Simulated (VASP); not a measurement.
Runs of VASP 6.6.1 on ZnS. The structure is that of space group P6_3mc (No. 186), or close to it. The cells are those of the table. 

| cell | gap on the mesh (eV) | pressure (GPa) | largest force (eV/Å) |
| --- | --- | --- | --- |
| a = 3.969, b = 3.969, c = 11.507 Å, angles 90.0, 90.0, 120.0°, 8 atoms | 1.99 | 4.3 | 1.34 |
| a = 3.736, b = 3.736, c = 12.991 Å, angles 90.0, 90.0, 120.0°, 8 atoms | 2.01 | (b) | 0.34 |
| a = 3.812, b = 3.812, c = 12.477 Å, angles 90.0, 90.0, 120.0°, 8 atoms | (c) | (a) | 0.01 |
| a = 3.661, b = 3.661, c = 13.528 Å, angles 90.0, 90.0, 120.0°, 8 atoms | 1.71 | 3.8 | 0.52 |
| a = 3.890, b = 3.890, c = 11.982 Å, angles 90.0, 90.0, 120.0°, 8 atoms | 2.10 | 2.7 | 0.53 |

Alike in all rows: task single point; level PBE; potentials or basis VASP PAW PBE potentials, release 64 (Zn, S); no spin polarisation; k mesh 9 × 9 × 4; cutoff (eV) 520; smearing gaussian 0.05 eV.

**Question.** Estimate the missing entries.

**Answer.** (a) 2.2; (b) 2.6; (c) 2.17.

Caveats: the stress differs along the axes, from -3 to 18 GPa (at least some runs); forces of over 1 eV/Å act on the atoms, so gaps and moduli don't describe the material at rest (at least some runs); the stress differs along the axes, from -3 to 5 GPa (at least some runs); the stress differs along the axes, from -6 to 9 GPa (at least some runs); the stress differs along the axes, from -0 to 9 GPa (at least some runs).

A k mesh can miss the band edges.
